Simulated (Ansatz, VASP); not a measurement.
## One calculation of GaN, two programs

INCAR

```
  PREC = Accurate
  ENCUT = 520
  EDIFF = 1E-7
  ISMEAR = 0
  SIGMA = 0.01
  LREAL = F
  LASPH = T
  NELM = 80
  ALGO = Normal
  ISIF = 2
  LWAVE = F
  LCHARG = F
  GGA = CA
  NBANDS = 16
```

File KPOINTS:

```
Automatic mesh
0
Gamma
  10 10 10
```

POSCAR

```
GaN
1.0
    2.2165659767      2.2165659767      0.0000000000
   -2.2165659767      2.2165659767      0.0000000000
    0.0000000000      2.2165659767      2.2396392127
Ga N
1 1
Direct
    0.0000000000      0.0000000000      0.0000000000
    0.2500000000      0.7500000000      0.5000000000
```

Input for Ansatz:

```yaml
crystal:
  lattice:
    - [2.21656597666, 2.21656597666, 0.0]
    - [-2.21656597666, 2.21656597666, 0.0]
    - [0.0, 2.21656597666, 2.23963921272]
  atoms:
    - { symbol: Ga, position: [0.0, 0.0, 0.0] }
    - { symbol: "N", position: [0.25, 0.75, 0.5] }
kpoints:
  mp_grid: { grid: [10, 10, 10] }
scf:
  occupations: { method: fixed }
  convergence: { dr2_threshold: 1.0e-10 }
hamiltonian:
  xc: lda
  pseudopotentials: { kind: all_electron, lapw: { basis_error: 0.0005 } }
output:
  forces: true
  stress: true
  eigenstates:
    kpoints:
      - [0.0, 0.0, 0.0]
      - [-0.5, -0.5, -0.5]
      - [-0.5, 0.5, 0.0]
      - [0.0, 0.0, -0.5]
      - [0.0, -0.5, -0.5]
      - [0.0, 0.5, 0.0]
      - [-0.5, 0.0, 0.0]
      - [-0.5, 0.0, -0.5]
  eigenvalues: true
```

Change from the starting cell: film at in-plane strain -0.005.

Alike in both runs: task single point; functional LDA; k mesh 10 × 10 × 10; no spin polarisation.

```csv
,VASP,Ansatz
version,VASP 6.6.1,Ansatz 0.2.0
potentials or method,"VASP PAW LDA potentials, release 64 (Ga_d, N), cutoff 520 eV","all-electron LAPW, scalar-relativistic"
occupations,"gaussian, width 0.01 eV",fixed
```

Ansatz gave:

| Item | Value |
| --- | --- |
| gap on the k mesh at the Fermi level (eV) | 1.98 |
| pressure (GPa) | 1.2 |
| traceless stress, the component that is largest in VASP (GPa) | -0.92 |

**Question.** What did VASP give for the same quantities?

**Answer.** gap on the k mesh at the Fermi level (eV): 1.99; pressure (GPa): 2.1; traceless stress, the component that is largest in VASP (GPa): -0.91.

LDA's correlation is that of Perdew and Zunger in VASP and of Perdew and Wang (1992) in Ansatz. Ansatz ran all-electron here, and VASP with PAW potentials.
